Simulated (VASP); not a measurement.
# HfB (Fm-3m) in VASP: single point with PBE

Aim: the single point of HfB with PBE.

All numbers are computed with VASP 6.6.1; they aren't measurements. Logs are shortened: lines on timing, memory, paths and dates and some standing lists are left out, and cuts for length are marked.

## Step 1: The cell of the first run

It takes space group Fm-3m (No. 225, cubic). The conventional cell has a = 4.620 Å, b = 4.620 Å, c = 4.620 Å, α = 90.00°, β = 90.00°, γ = 90.00°. Hf (site symmetry m-3m) has 6 B at 2.31 Å within 3.1 Å. B (site symmetry m-3m) has 6 Hf at 2.31 Å within 3.1 Å.

## Step 2: Single point, PBE, non-collinear spin, zero start, spin-orbit coupling

INCAR reads:

```
SYSTEM = HfB
  ALGO = Normal
  EDIFF = 1E-6
  ENCUT = 520
  GGA = PE
  GGA_COMPAT = .False.
  ISIF = 2
  ISMEAR = 0
  LASPH = .True.
  LCHARG = .False.
  LMAXMIX = 4
  LORBIT = 11
  LORBMOM = .True.
  LREAL = .False.
  LSORBIT = .True.
  LWAVE = .False.
  MAGMOM = 0 0 0 0 0 0
  NBANDS = 25
  NELM = 150
  PREC = Accurate
  SIGMA = 0.05
```

KPOINTS reads:

```
k-points
0
Gamma
  10 10 10
  0 0 0
```

POSCAR reads:

```
HfB
1.0
    0.0000000000      2.3100005622      2.3100005622
    2.3100005622      0.0000000000      2.3100005622
    2.3100005622      2.3100005622      0.0000000000
Hf B
1 1
Direct
    0.5000000000      0.5000000000      0.5000000000
    0.0000000000      0.0000000000      0.0000000000
```

Potentials or basis: VASP PAW PBE potentials, release 64 (Hf_pv, B).

Started as:

```
$ cat potpaw_PBE.64/Hf_pv/POTCAR potpaw_PBE.64/B/POTCAR > POTCAR
$ mpirun -np 1 vasp_ncl > vasp.out
```

OUTCAR:

```text
SYSTEM = HfB
   EDIFF = 1E-6
   ENCUT = 520
   GGA = PE
   ISIF = 2
   ISMEAR = 0
   LASPH = .True.
   LORBIT = 11
   LREAL = .False.
   LSORBIT = .True.
   NELM = 150
   PREC = Accurate

 ion  position               nearest neighbor table
   1  0.500  0.500  0.500-   2 2.31   2 2.31   2 2.31   2 2.31   2 2.31   2 2.31
   2  0.000  0.000  0.000-   1 2.31   1 2.31   1 2.31   1 2.31   1 2.31   1 2.31

  LATTYP: Found a face centered cubic cell.
 ALAT       =     4.6200011244

  Lattice vectors:

 A1 = (   0.0000000000,   2.3100005622,   2.3100005622)
 A2 = (   2.3100005622,   0.0000000000,   2.3100005622)
 A3 = (   2.3100005622,   2.3100005622,   0.0000000000)

Analysis of symmetry for initial positions (statically):
=====================================================================
 Subroutine PRICEL returns:
 Original cell was already a primitive cell.

 Routine SETGRP: Setting up the symmetry group for a
 face centered cubic supercell.

 Subroutine GETGRP returns: Found 48 space group operations
 (whereof 48 operations were pure point group operations)
 out of a pool of 48 trial point group operations.

The static configuration has the point symmetry O_h .

Analysis of symmetry for dynamics (positions and initial velocities):
=====================================================================
 Subroutine PRICEL returns:
 Original cell was already a primitive cell.

 Routine SETGRP: Setting up the symmetry group for a
 face centered cubic supercell.

 Subroutine GETGRP returns: Found 48 space group operations
 (whereof 48 operations were pure point group operations)
 out of a pool of 48 trial point group operations.

The dynamic configuration has the point symmetry O_h .

Analysis of structural, dynamic, and magnetic symmetry:
=====================================================================
 Subroutine PRICEL returns:
 Original cell was already a primitive cell.

 Routine SETGRP: Setting up the symmetry group for a
 face centered cubic supercell.

 Subroutine GETGRP returns: Found 48 space group operations
 (whereof 48 operations were pure point group operations)
 out of a pool of 48 trial point group operations.

The overall configuration has the point symmetry O_h .

 Subroutine INISYM returns: Found 48 space group operations
 (whereof 48 operations are pure point group operations),
 and found     1 'primitive' translations

----------------------------------------------------------------------------------------

                                     Primitive cell

  volume of cell :      24.6528

  direct lattice vectors                    reciprocal lattice vectors
     0.000000000  2.310000562  2.310000562    -0.216450164  0.216450164  0.216450164
     2.310000562  0.000000000  2.310000562     0.216450164 -0.216450164  0.216450164
     2.310000562  2.310000562  0.000000000     0.216450164  0.216450164 -0.216450164

  length of vectors
     3.266834124  3.266834124  3.266834124     0.374902681  0.374902681  0.374902681

  position of ions in fractional coordinates (direct lattice)
     0.500000000  0.500000000  0.500000000
     0.000000000  0.000000000  0.000000000

  ion indices of the primitive-cell ions
   primitive index   ion index
                 1           1
                 2           2

----------------------------------------------------------------------------------------

 KPOINTS: k-points

Automatic generation of k-mesh.
 Grid dimensions read from file:
 generate k-points for:   10   10   10

 Generating k-lattice:

  Cartesian coordinates                     Fractional coordinates (reciprocal lattice)
    -0.021645016  0.021645016  0.021645016     0.100000000  0.000000000  0.000000000
     0.021645016 -0.021645016  0.021645016     0.000000000  0.100000000  0.000000000
     0.021645016  0.021645016 -0.021645016     0.000000000  0.000000000  0.100000000

  Length of vectors
     0.037490268  0.037490268  0.037490268

  Shift w.r.t. Gamma in fractional coordinates (k-lattice)
     0.000000000  0.000000000  0.000000000

 Subroutine IBZKPT returns following result:
 ===========================================

 Found     47 irreducible k-points:

 Following reciprocal coordinates:
            Coordinates               Weight
  0.000000  0.000000  0.000000      1.000000
  0.100000  0.000000  0.000000      8.000000
  0.200000  0.000000  0.000000      8.000000
  0.300000  0.000000  0.000000      8.000000
  0.400000  0.000000  0.000000      8.000000
  0.500000  0.000000  0.000000      4.000000
[... 16 lines left out ...]
  0.300000  0.300000  0.000000      6.000000
  0.400000  0.300000  0.000000     24.000000
 [... further k-points ...]
   k-points           NKPTS =     47   k-points in BZ     NKDIM =     47   number of bands    NBANDS=     25
   number of dos      NEDOS =    301   number of ions     NIONS =      2
   total plane-waves  NPLWV =  13824
   dimension x,y,z NGX =    24 NGY =   24 NGZ =   24
   dimension x,y,z NGXF=    48 NGYF=   48 NGZF=   48
   ions per type =               1   1
[... 27 lines left out ...]
   ISMEAR =     0;   SIGMA  =   0.05  broadening in eV -4-tet -1-fermi 0-gaus
   EFERMI_NEDOS =   21; number of points for ismear=-14 and -15
   IALGO  =     38    algorithm
   IMIX   =      4    mixing-type and parameters
     AMIX     =   0.40;   BMIX     =  1.00
     AMIX_MAG =   1.60;   BMIX_MAG =  1.00
  volume/ion in A,a.u.               =      12.33        83.18
  Fermi-wavevector in a.u.,A,eV,Ry     =   1.322616  2.499382 23.800860  1.749314
  Thomas-Fermi vector in A             =   2.452284
   LORBIT       =     11    0 simple, 1 ext, 2 COOP (PROOUT), +10 PAW based schemes
   GGA     = PE    functional components
   LHFCALC =     F    Hartree Fock is set to
   AEXX    =    0.0000 exact exchange contribution
   IVDW    =     0    specifies the selected vdW correction
   LEPSILON=     F    determine dielectric tensor
   LRPA    =     F    only Hartree local field effects (RPA)
 Gauss-broadening in eV      SIGMA  =   0.05
  energy-cutoff  :      520.00
  volume of cell :       24.65
 maximum number of plane-waves:      1356
   NGX = 13   NGY = 13   NGZ = 13

 number of electron      13.0000000 magnetization       0.0000000      0.0000000      0.0000000

 number of electron      13.0000002 magnetization      -0.0000000      0.0000000     -0.0000000

 number of electron      13.0000002 magnetization       0.0000000     -0.0000000      0.0000000

 Free energy of the ion-electron system (eV)
  ---------------------------------------------------
  ext. energy  EPLUGINS =         0.00000000
  ---------------------------------------------------
  free energy    TOTEN  =       -17.82418075 eV

  energy without entropy =      -17.82202659  energy(sigma->0) =      -17.82310367

 E-fermi :   5.1105     XC(G=0): -12.3063

 val. band max:        5.0954867786   @ k =  -0.2000   0.1000   0.0000
 cond. band min:       5.1229533792   @ k =   0.5000   0.3000   0.1000
 fundamental gap:      0.0274666006
 Fermi energy:         5.1104804891

 k-point     1 :       0.0000    0.0000    0.0000
  band No.  band energies     occupation
      1     -27.9726      1.00000
      2     -27.9726      1.00000
      3     -20.9561      1.00000
      4     -20.9561      1.00000
      5     -20.9561      1.00000
      6     -20.9561      1.00000
[... 661 lines left out ...]
     24      17.5805      0.00000
     25      18.0702      0.00000

 [... further k-points ...]

------------------------ aborting loop because EDIFF is reached ----------------------------------------

  FORCE on cell =-STRESS in cart. coord.  units (eV):
  Direction    XX          YY          ZZ          XY          YZ          ZX
  --------------------------------------------------------------------------------------
  -------------------------------------------------------------------------------------
  Total        4.5892459      4.5892459      4.5892459     -0.0000000     -0.0000000      0.0000000
  in kB      298.2535757    298.2535757    298.2535757     -0.0000000     -0.0000000      0.0000000
  external PRESSURE =     298.2535757 kB  Pullay stress =       0.0000000 kB

 VOLUME and BASIS-vectors are now :
 -----------------------------------------------------------------------------
  energy-cutoff  :      520.00
  volume of cell :       24.65
      direct lattice vectors                 reciprocal lattice vectors
     0.000000000  2.310000562  2.310000562    -0.216450164  0.216450164  0.216450164
     2.310000562  0.000000000  2.310000562     0.216450164 -0.216450164  0.216450164
     2.310000562  2.310000562  0.000000000     0.216450164  0.216450164 -0.216450164

 POSITION                                       TOTAL-FORCE (eV/Angst)
 -----------------------------------------------------------------------------------
      2.31000      2.31000      2.31000         0.000000      0.000000     -0.000000
      0.00000      0.00000      0.00000        -0.000000     -0.000000      0.000000
 -----------------------------------------------------------------------------------
    total drift:                               -0.000000     -0.000000     -0.000000

  FREE ENERGIE OF THE ION-ELECTRON SYSTEM (eV)
  ---------------------------------------------------
  free  energy   TOTEN  =       -17.8241807512 eV

  energy  without entropy=      -17.8220265912  energy(sigma->0) =      -17.82310367

 orbital moment (x)

 # of ion     p       d       tot
 ----------------------------------------
  1        -0.000   0.000   0.000
  2        -0.000   0.000  -0.000
 ----------------------------------------
           -0.000   0.000   0.000

 orbital moment (y)

 # of ion     p       d       tot
 ----------------------------------------
  1        -0.000   0.000   0.000
  2         0.000   0.000   0.000
 ----------------------------------------
            0.000   0.000   0.000

 orbital moment (z)

 # of ion     p       d       tot
 ----------------------------------------
  1         0.000   0.000   0.000
  2         0.000   0.000   0.000
 ----------------------------------------
            0.000   0.000   0.000

 Spin-Orbit-Coupling matrix elements

 Ion:    1  E_soc:     -1.3473207
 l=   1
     0.0000000    -0.2169643    -0.2169643
    -0.2169643     0.0000000    -0.2169643
    -0.2169643    -0.2169643     0.0000000
 l=   2
     0.0000000    -0.0015961     0.0000000    -0.0015961    -0.0059930
    -0.0015961     0.0000000    -0.0044948    -0.0015961    -0.0014983
     0.0000000    -0.0044948     0.0000000    -0.0044948     0.0000000
    -0.0015961    -0.0015961    -0.0044948     0.0000000    -0.0014983
    -0.0059930    -0.0014983     0.0000000    -0.0014983     0.0000000
 l=   3
     0.0000000     0.0000000     0.0000000     0.0000000     0.0000000     0.0000000     0.0000000
     0.0000000     0.0000000     0.0000000     0.0000000     0.0000000     0.0000000     0.0000000
     0.0000000     0.0000000     0.0000000     0.0000000     0.0000000     0.0000000     0.0000000
     0.0000000     0.0000000     0.0000000     0.0000000     0.0000000     0.0000000     0.0000000
     0.0000000     0.0000000     0.0000000     0.0000000     0.0000000     0.0000000     0.0000000
     0.0000000     0.0000000     0.0000000     0.0000000     0.0000000     0.0000000     0.0000000
     0.0000000     0.0000000     0.0000000     0.0000000     0.0000000     0.0000000     0.0000000

 Ion:    2  E_soc:      0.0000319
 l=   1
     0.0000000     0.0000053     0.0000053
     0.0000053     0.0000000     0.0000053
     0.0000053     0.0000053     0.0000000
 l=   2
     0.0000000     0.0000000     0.0000000     0.0000000     0.0000000
     0.0000000     0.0000000     0.0000000     0.0000000     0.0000000
     0.0000000     0.0000000     0.0000000     0.0000000     0.0000000
     0.0000000     0.0000000     0.0000000     0.0000000     0.0000000
     0.0000000     0.0000000     0.0000000     0.0000000     0.0000000
 l=   3
     0.0000000     0.0000000     0.0000000     0.0000000     0.0000000     0.0000000     0.0000000
     0.0000000     0.0000000     0.0000000     0.0000000     0.0000000     0.0000000     0.0000000
     0.0000000     0.0000000     0.0000000     0.0000000     0.0000000     0.0000000     0.0000000
     0.0000000     0.0000000     0.0000000     0.0000000     0.0000000     0.0000000     0.0000000
     0.0000000     0.0000000     0.0000000     0.0000000     0.0000000     0.0000000     0.0000000
     0.0000000     0.0000000     0.0000000     0.0000000     0.0000000     0.0000000     0.0000000
     0.0000000     0.0000000     0.0000000     0.0000000     0.0000000     0.0000000     0.0000000

 total charge

# of ion       s       p       d       tot
------------------------------------------
    1        0.355   6.718   1.882   8.955
    2        0.799   1.147   0.000   1.946
--------------------------------------------------
tot          1.154   7.865   1.882  10.901

 magnetization (x)

# of ion       s       p       d       tot
------------------------------------------
    1        0.000   0.000   0.000   0.000
    2        0.000  -0.000   0.000  -0.000
--------------------------------------------------
tot          0.000  -0.000   0.000   0.000

 magnetization (y)

# of ion       s       p       d       tot
------------------------------------------
    1        0.000   0.000   0.000   0.000
    2        0.000  -0.000   0.000  -0.000
--------------------------------------------------
tot          0.000   0.000   0.000   0.000

 magnetization (z)

# of ion       s       p       d       tot
------------------------------------------
    1       -0.000   0.000  -0.000  -0.000
    2       -0.000  -0.000   0.000  -0.000
--------------------------------------------------
tot         -0.000  -0.000  -0.000  -0.000
```

It took 71 s on 1 thread of AMD EPYC 7R43 (Zen 3), shared host; peak memory 0.18 GiB.

Results:

- Free energy: -17.8242 eV
- Pressure: 29.8 GPa
- Net moment: 0.00 μB per cell
- Valence electrons inside the program's atomic spheres: Hf 8.96; B 1.95

Moments on the atoms (μB; x, y, z):
```
Hf  0.00 0.00 0.00
B   0.00 0.00 0.00
```

Caveat: the cell stands under pressure.
